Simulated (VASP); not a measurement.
# Si27C28 (a cell with a defect) in VASP: further runs

Runs on Si27C28 (a cell with a defect). Level: PBE. Tasks: single point.

Program: VASP 6.6.1. These are calculated values, not measurements. Logs are shortened: lines on timing, memory, paths and dates and some standing lists are left out, and cuts for length are marked.

## (1) The cell of the first run

The cell holds a defect, 55 atoms: a = 8.186 Å, b = 8.186 Å, c = 10.129 Å, α = 90.00°, β = 90.00°, γ = 120.00°.

## (2) Single point, PBE, collinear spin (atoms taken out, then relaxed in part)

INCAR

```
  PREC = Accurate
  ENCUT = 520
  EDIFF = 1E-6
  ISMEAR = 0
  SIGMA = 0.01
  LREAL = Auto
  LASPH = True
  NELM = 150
  ALGO = Normal
  ISIF = 2
  LWAVE = False
  LCHARG = False
  ISPIN = 2
  MAGMOM = 0 0 0 0 0 0 0 0 0 0 0 0 0 0 0 0 0 0 0 0 0 0 0 0 0 0 0 0.25 0 0 0 0 0 0 0 0 0 0 0 0 0 0 0 0 0 0 0 0 0.25 0 0 0 0.25 0 0.25
  LORBIT = 11
  GGA = PE
  NELECT = 221.0
  NBANDS = 147
  LUSENCCL = False
```

KPOINTS

```
regular mesh
0
Gamma
  2 2 2
```

POSCAR

```
Si27C28
1.0
    1.5470600903      8.0387600360      0.0000000000
    6.1882403609     -5.3591733574      0.0000000000
    0.0000000000      0.0000000000    -10.1293392009
Si C
27 28
Direct
    0.3789914466      0.9046255228      0.0624292253
    0.5239752032      0.6172191782      0.0624292253
    0.6648495234      0.3323646873      0.0625588456
    0.8113815479      0.0496092795      0.0624292253
    0.9532626356      0.7637512027      0.0625588456
    0.0962360387      0.4753380905      0.0625588456
    0.1904636146      0.9528533982      0.5620876474
    0.3334632055      0.6674646343      0.5623028767
    0.4757473279      0.3804634708      0.5620876474
    0.6197489004      0.0951375206      0.5623028767
    0.7611360918      0.8088518256      0.5623028767
    0.9047827326      0.5238179935      0.5625278686
    0.0481372552      0.2381371115      0.5620876474
    0.0005035331      0.0006139339      0.3101743161
    0.1425770259      0.7144542240      0.3119389036
    0.2858578724      0.4280971929      0.3101743161
    0.4279867922      0.1427428537      0.3101743161
    0.5714493992      0.8571513268      0.3114613925
    0.7141465021      0.5709760563      0.3119389036
    0.8576246698      0.2860237002      0.3119389036
    0.0010593085      0.0009809783      0.8134717884
    0.1430788549      0.7147378373      0.8130951844
    0.2856691414      0.4275414175      0.8134717884
    0.4276197477      0.1429315846      0.8134717884
    0.5714493992      0.8571513268      0.8135189567
    0.7138628887      0.5711942720      0.8130951844
    0.8574064540      0.2855218711      0.8130951844
    0.2381160659      0.1904846602      0.2654836466
    0.3805765853      0.9039095818      0.2504651075
    0.5246911443      0.6195202579      0.2504651075
    0.6672646272      0.3333136477      0.2505269084
    0.8090804681      0.0480241408      0.2504651075
    0.9517964922      0.7613360989      0.2505269084
    0.0952870783      0.4768042339      0.2505269084
    0.1903362880      0.9523933138      0.7499434199
    0.3334182038      0.6677343797      0.7495747908
    0.4762074122      0.3807962286      0.7499434199
    0.6200636475      0.0951825223      0.7495747908
    0.7608663464      0.8085370785      0.7495747908
    0.9047827326      0.5238179935      0.7504900509
    0.0478044975      0.2382644381      0.7499434199
    0.4295962915      0.1424593897      0.4999237942
    0.5714493992      0.8571513268      0.4989931205
    0.7141244417      0.5709063465      0.4994939336
    0.8576943796      0.2860713496      0.4994939336
   -0.0013894302      0.9990044346      0.4999237942
    0.1425293764      0.7144762844      0.4994939336
    0.2861413364      0.4299901562      0.4999237942
    0.4444206590      0.1381638414      0.9947847823
    0.5714493992      0.8571513268      1.0007060199
    0.7142132329      0.5698767782      1.0001311499
    0.8587239479      0.2871897092      1.0001311499
   -0.0205093460      0.9841800671      0.9947847823
    0.1414110169      0.7143874931      1.0001311499
    0.2904368847      0.4491100720      0.9947847823
```

Potentials or basis: VASP PAW PBE potentials, release 64 (Si, C).

Run with:

```
$ cat potpaw_PBE.64/Si/POTCAR potpaw_PBE.64/C/POTCAR > POTCAR
$ mpirun -np 1 vasp_std > vasp.out
```

OUTCAR:

```text
PREC = Accurate
   ENCUT = 520
   EDIFF = 1E-6
   ISMEAR = 0
   LREAL = Auto
   LASPH = True
   NELM = 150
   ISIF = 2
   ISPIN = 2
   LORBIT = 11
   GGA = PE
   NELECT = 221.0

 ion  position               nearest neighbor table
   1  0.379  0.905  0.062-  49 1.84  54 1.89  29 1.90  50 1.91   5 3.08  17 3.08  22 3.09   3 3.09
                            15 3.09  24 3.09   6 3.09  25 3.10  18 3.10   2 3.12   4 3.12
   2  0.524  0.617  0.062-  55 1.84  51 1.89  30 1.90  50 1.91   3 3.08  16 3.08  26 3.09   6 3.09
                            19 3.09  23 3.09   5 3.09  25 3.10  18 3.10   1 3.12   4 3.12
   3  0.665  0.332  0.063-  49 1.84  51 1.89  31 1.90  52 1.91  17 3.07   2 3.08  24 3.09   1 3.09
                            19 3.09   4 3.09  26 3.10  20 3.10  27 3.10   6 3.12   5 3.12
   4  0.811  0.050  0.062-  53 1.84  52 1.89  32 1.90  50 1.91   6 3.08  14 3.08  27 3.09   5 3.09
                            20 3.09  21 3.09   3 3.09  25 3.10  18 3.10   1 3.12   2 3.12
   5  0.953  0.764  0.063-  53 1.84  54 1.89  33 1.90  51 1.91  14 3.07   1 3.08  21 3.09   4 3.09
                            15 3.09   2 3.09  22 3.10  19 3.10  26 3.10   6 3.12   3 3.12
   6  0.096  0.475  0.063-  55 1.84  52 1.89  34 1.90  54 1.91  16 3.07   4 3.08  23 3.09   2 3.09
                            20 3.09   1 3.09  27 3.10  15 3.10  22 3.10   3 3.12   5 3.12
   7  0.190  0.953  0.562-  47 1.90  46 1.90  42 1.90  35 1.90   9 3.09  13 3.09   8 3.09  12 3.10
                            11 3.10  10 3.10  15 3.10  24 3.11  21 3.11  22 3.11  17 3.11  14 3.11
   8  0.333  0.667  0.562-  48 1.89  43 1.90  47 1.90  36 1.90  10 3.09  11 3.09   7 3.09  12 3.09
                            13 3.10   9 3.10  15 3.10  22 3.10  18 3.10  25 3.11  23 3.12  16 3.12
   9  0.476  0.380  0.562-  44 1.90  42 1.90  48 1.90  37 1.90   7 3.09  13 3.09  11 3.09  12 3.10
[... 56 lines left out ...]
  47  0.143  0.714  0.499-  12 1.90   8 1.90   7 1.90  15 1.90
  48  0.286  0.430  0.500-   8 1.89  13 1.90   9 1.90  16 1.92
  49  0.444  0.138  0.995-   3 1.84   1 1.84  24 1.84
  50  0.571  0.857  0.001-  25 1.90   2 1.91   1 1.91   4 1.91
  51  0.714  0.570  0.000-   3 1.89   2 1.89  26 1.89   5 1.91
  52  0.859  0.287  0.000-   6 1.89   4 1.89  27 1.89   3 1.91
  53  0.979  0.984  0.995-   5 1.84   4 1.84  21 1.84
  54  0.141  0.714  0.000-   5 1.89   1 1.89  22 1.89   6 1.91
  55  0.290  0.449  0.995-   6 1.84   2 1.84  23 1.84

  LATTYP: Found a hexagonal cell.
 ALAT       =     8.1862725241
 C/A-ratio  =     1.2373567055

  Lattice vectors:

 A1 = (   1.5470600903,   8.0387600360,   0.0000000000)
 A2 = (   6.1882403609,  -5.3591733574,   0.0000000000)
 A3 = (   0.0000000000,   0.0000000000, -10.1293392009)

Analysis of symmetry for initial positions (statically):
=====================================================================
 Subroutine PRICEL returns:
[... 270 lines left out ...]
  free energy    TOTEN  =      -400.60993906 eV

  energy without entropy =     -400.60993906  energy(sigma->0) =     -400.60993906

 E-fermi :   8.1493     XC(G=0): -11.1821

 val. band max:        8.0426738992   @ k =   0.5000   0.0000   0.0000
 cond. band min:       8.8045867798   @ k =   0.5000   0.0000   0.0000
 fundamental gap:      0.7619128806
 Fermi energy:         8.1493234700

 spin component 1

 k-point     1 :       0.0000    0.0000    0.0000
  band No.  band energies     occupation
      1      -7.7213      1.00000
      2      -6.5710      1.00000
      3      -6.4992      1.00000
      4      -5.4882      1.00000
      5      -5.4882      1.00000
      6      -5.4833      1.00000
[... 489 lines left out ...]
    121      11.4969      0.00000
    122      11.7869      0.00000
 Fermi energy:         8.1493234700

 spin component 2

 k-point     1 :       0.0000    0.0000    0.0000
  band No.  band energies     occupation
      1      -7.6802      1.00000
      2      -6.5338      1.00000
      3      -6.4273      1.00000
      4      -5.4621      1.00000
      5      -5.4621      1.00000
      6      -5.4586      1.00000
[... 489 lines left out ...]
    121      11.5466      0.00000
    122      11.8325      0.00000
 [bands above 122 left out]

------------------------ aborting loop because EDIFF is reached ----------------------------------------

  FORCE on cell =-STRESS in cart. coord.  units (eV):
  Direction    XX          YY          ZZ          XY          YZ          ZX
  --------------------------------------------------------------------------------------
  -------------------------------------------------------------------------------------
  Total       13.8514251     13.8514251     13.0791631      0.0000010     -0.0000000      0.0000000
  in kB       37.7503427     37.7503427     35.6456383      0.0000028     -0.0000000      0.0000000
  external PRESSURE =      37.0487746 kB  Pullay stress =       0.0000000 kB

 VOLUME and BASIS-vectors are now :
 -----------------------------------------------------------------------------
  energy-cutoff  :      520.00
  volume of cell :      587.87
      direct lattice vectors                 reciprocal lattice vectors
     1.547060090  8.038760036  0.000000000     0.092341043  0.106626252  0.000000000
     6.188240361 -5.359173357  0.000000000     0.138511565 -0.026656563  0.000000000
     0.000000000  0.000000000-10.129339201     0.000000000  0.000000000 -0.098723123

 POSITION                                       TOTAL-FORCE (eV/Angst)
 -----------------------------------------------------------------------------------
      6.18436     -1.80142     -0.63237         0.002395      0.000742      0.000981
      4.63012      0.90433     -0.63237        -0.000555     -0.002445      0.000981
      3.08531      3.56337     -0.63368         0.000183      0.000487      0.002909
      1.56225      6.25664     -0.63237        -0.001840      0.001703      0.000981
      6.20103      3.56997     -0.63368        -0.000514     -0.000085      0.002909
      3.09039     -1.77380     -0.63368         0.000331     -0.000402      0.002909
[... 47 lines left out ...]
      4.63957     -2.69176     -0.00133         0.002151     -0.004074     -0.003769
      3.22852     -0.07211    -10.07651        -0.001575      0.000093     -0.001371
 -----------------------------------------------------------------------------------
    total drift:                                0.000003     -0.000016     -0.013423

  FREE ENERGIE OF THE ION-ELECTRON SYSTEM (eV)
  ---------------------------------------------------
  free  energy   TOTEN  =      -400.6099390586 eV

  energy  without entropy=     -400.6099390586  energy(sigma->0) =     -400.60993906

 total charge

# of ion       s       p       d       tot
------------------------------------------
    1        0.710   0.976   0.000   1.686
    2        0.710   0.976   0.000   1.686
    3        0.710   0.976   0.000   1.686
    4        0.710   0.976   0.000   1.686
    5        0.710   0.976   0.000   1.686
    6        0.710   0.976   0.000   1.686
[... 47 lines left out ...]
   54        0.840   1.696   0.000   2.536
   55        0.861   1.617   0.000   2.478
--------------------------------------------------
tot         42.695  73.337   0.000 116.032

 magnetization (x)

# of ion       s       p       d       tot
------------------------------------------
    1       -0.001  -0.001   0.000  -0.002
    2       -0.001  -0.001   0.000  -0.002
    3       -0.001  -0.000   0.000  -0.002
    4       -0.001  -0.001   0.000  -0.002
    5       -0.001  -0.000   0.000  -0.002
    6       -0.001  -0.000   0.000  -0.002
[... 47 lines left out ...]
   54        0.003   0.025   0.000   0.028
   55        0.026   0.281   0.000   0.307
--------------------------------------------------
tot          0.120   1.381   0.000   1.501
```

Run time: 3.5 min. Hardware: 1 × NVIDIA H100 80GB with 1 thread of AMD EPYC 7R13 (Zen 3), shared host; peak memory 1.9 GiB.

What came out:

```
Free energy                                           : -400.6099 eV
Largest force                                         : 0.007 eV/Å
Net moment                                            : 3.00 μB per cell
Site moments                                          : Si -0.00, +0.01, -0.01, +0.00 (each value once); C +0.29, +0.00, +0.01, +0.03, +0.02, +0.31, +0.07 (each value once) μB
Valence electrons inside the program's atomic spheres : Si 1.69, 1.67, 1.68 (each value once); C 2.48, 2.54, 2.53, 2.52 (each value once)
```

Forces on the atoms (eV/Å):
```
Si   0.002  0.001  0.001
Si  -0.001 -0.002  0.001
Si   0.000  0.000  0.003
Si  -0.002  0.002  0.001
Si  -0.001  0.000  0.003
Si   0.000  0.000  0.003
Si  -0.001  0.001  0.000
Si   0.000  0.000  0.000
Si   0.002  0.000  0.000
Si   0.000  0.000  0.000
Si   0.000  0.000  0.000
Si   0.000  0.000  0.001
Si   0.000 -0.001  0.000
Si  -0.002 -0.001 -0.001
Si   0.000 -0.001 -0.002
Si   0.002 -0.001 -0.001
Si   0.000  0.002 -0.001
Si   0.000  0.000  0.000
Si  -0.001  0.000 -0.002
Si   0.001  0.000 -0.002
Si  -0.001 -0.001 -0.003
Si   0.000  0.000 -0.002
Si   0.002  0.000 -0.003
Si   0.000  0.002 -0.003
Si   0.000  0.000 -0.002
Si   0.000  0.000 -0.002
Si   0.000  0.000 -0.002
C    0.000  0.000  0.000
C    0.000 -0.001  0.003
C   -0.001  0.000  0.003
C   -0.003 -0.004  0.004
C    0.000  0.001  0.003
C    0.005  0.000  0.004
C   -0.002  0.005  0.004
C    0.006 -0.004  0.001
C   -0.002  0.002 -0.001
C   -0.006 -0.003  0.001
C   -0.001 -0.003 -0.001
C    0.003  0.001 -0.001
C    0.000  0.000 -0.001
C    0.001  0.007  0.001
C    0.002  0.001  0.002
C    0.000  0.000  0.001
C   -0.003 -0.002  0.001
C    0.000  0.003  0.001
C   -0.002  0.001  0.002
C    0.003 -0.001  0.001
C    0.000 -0.002  0.002
C    0.001 -0.001 -0.001
C    0.000  0.000 -0.004
C   -0.005  0.000 -0.004
C    0.002  0.004 -0.004
C    0.001  0.001 -0.001
C    0.002 -0.004 -0.004
C   -0.002  0.000 -0.001
```

Levels at points of the mesh, in eV from the Fermi level:
Spin up:
```
           k point  band 108  band 109  band 110  band 111  band 112  band 113  band 114  band 115  band 116  band 117
(0.00, 0.00, 0.00)     -0.80     -0.80     -0.22     -0.14     -0.14      2.98      2.98      3.10      3.15      3.31
(0.50, 0.00, 0.00)     -1.04     -0.99     -0.41     -0.29     -0.11      1.72      2.15      2.92      2.95      3.00
(0.00, 0.00, 0.50)     -0.79     -0.79     -0.28     -0.15     -0.15      3.39      3.40      3.40      3.46      3.46
(0.50, 0.00, 0.50)     -1.30     -1.22     -0.42     -0.28     -0.18      2.04      2.53      2.99      3.02      3.04
```
Spin down:
```csv
k point,band 107,band 108,band 109,band 110,band 111,band 112
"(0.00, 0.00, 0.00)",-0.68,-0.68,-0.51,0.74,0.79,0.79
"(0.50, 0.00, 0.00)",-1.11,-0.94,-0.56,0.66,0.75,0.94
"(0.00, 0.00, 0.50)",-0.76,-0.76,-0.63,0.78,0.78,0.81
"(0.50, 0.00, 0.50)",-1.27,-1.21,-0.66,0.68,0.76,0.90
```

Caveat: the k points lie up to 0.44 Å⁻¹ apart; the cell carries a net charge on a neutralising background, which shifts energy and pressure; the cell differs from its parent crystal (atoms taken out, then relaxed in part); the cell is charged against a uniform background, so pressure and absolute levels hang on convention.

(Continued in part 2 of 2.)
